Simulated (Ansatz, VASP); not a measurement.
**NbP in VASP and in Ansatz**

The input INCAR:

```
SYSTEM = NbP
  PREC = Accurate
  ENCUT = 520
  EDIFF = 1E-7
  ISMEAR = -1
  SIGMA = 0.05
  LREAL = .FALSE.
  LASPH = .TRUE.
  NELM = 80
  ALGO = Normal
  ISIF = 2
  LWAVE = .FALSE.
  LCHARG = .FALSE.
  GGA = PS
  NBANDS = 26
```

Contents of KPOINTS:

```
regular mesh
0
G
  11 11 11
  0 0 0
```

File POSCAR:

```
NbP
1.0
   -1.6636818200      1.6636818200      5.7015827992
    1.6636818200     -1.6636818200      5.7015827992
    1.6636818200      1.6636818200     -5.7015827992
Nb P
2 2
Direct
    0.2498808000      0.7498808000      0.5000000000
    0.4998808000      0.4998808000      0.0000000000
    0.8327477700      0.3327477700      0.5000000000
    0.0827477700      0.0827477700      0.0000000000
```

File input.yaml:

```yaml
crystal:
  lattice:
    - [-1.66368182, 1.66368182, 5.7015827992]
    - [1.66368182, -1.66368182, 5.7015827992]
    - [1.66368182, 1.66368182, -5.7015827992]
  atoms:
    - { symbol: Nb, position: [0.2498808, 0.7498808, 0.5] }
    - { symbol: Nb, position: [0.4998808, 0.4998808, 0.0] }
    - { symbol: P, position: [0.83274777, 0.33274777, 0.5] }
    - { symbol: P, position: [0.08274777, 0.08274777, 0.0] }
hamiltonian:
  xc: pbesol
  pseudopotentials: { kind: paw }
kpoints:
  mp_grid: { grid: [11, 11, 11] }
scf:
  occupations: { method: fermi_dirac, width: 0.05 }
output:
  forces: true
  stress: true
  eigenvalues: true
```

Alike in both runs: task single point; functional PBEsol; k mesh 11 × 11 × 11; occupations fermi-dirac, width 0.05 eV; no spin polarisation.

|  | VASP | Ansatz |
| --- | --- | --- |
| version | VASP 6.6.1 | Ansatz 0.2.0 |
| potentials or method | VASP PAW PBE potentials, release 64 (Nb_sv, P) | Ansatz PAW |
| plane-wave cutoff (eV) | 520 | 420 |
| valence electrons in the cell | 36 | 36 |

```csv
,VASP,Ansatz,Ansatz less VASP
gap on the k mesh at the Fermi level (eV),none,none,-
pressure (GPa),-2.9,-2.6,+0.22
"traceless stress, the component that is largest in VASP (GPa)",-0.55,-0.55,-0.006
rms of the force components (eV/Å),0.014,0.014,+0.0004
```

VASP's potentials were made for PBE, not for PBEsol. Atom by atom the forces differ by 0.000 eV/Å (rms over components). A gap of «none» marks a metal or a gap that the smearing closes. With one functional, cell and mesh, what is left measures potentials, basis and numerics.
